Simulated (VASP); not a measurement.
Pt: single point with LDA

Pt:

```xyz
1
Lattice="-1.5515 1.5515 1.5515 1.5515 -1.5515 1.5515 1.5515 1.5515 -1.5515" Properties=species:S:1:pos:R:3 pbc="T T T"
Pt    0.0000    0.0000    0.0000
```

```json
{
  "Program": "VASP 6.6.1",
  "Task": "single point",
  "Functional": "LDA",
  "Potentials or basis": "VASP PAW LDA potentials, release 64 (Pt)",
  "Cutoff": "520 eV",
  "k mesh": "19 × 19 × 19",
  "Occupations": "fermi-dirac, width 0.1 eV",
  "Spin": "no spin polarisation",
  "Dipole correction": "no",
  "Further INCAR settings": "ALGO = Normal; EDIFF = 1e-06; NBANDS = 11"
}
```

```
Pressure               : 0.7 GPa
Band gap on the k mesh : zero (band 5 reaches 12.15 eV, above the bottom of band 6 at 9.89 eV)
```

Levels at points of the mesh, in eV from the Fermi level:
```
           k point  band 1  band 2  band 3  band 4  band 5  band 6  band 7  band 8  band 9  band 10
(0.00, 0.00, 0.00)  -10.11   -3.82   -3.82   -3.82   -1.07   -1.07   17.04   17.04   17.04    27.86
```

It took 44 s on 1 thread of AMD EPYC 7R43 64-Core Processor (Zen 3), with other jobs on the host, peak memory 0.11 GiB.

Caveat: spin-orbit coupling is left out, which moves the levels of the heavy elements.
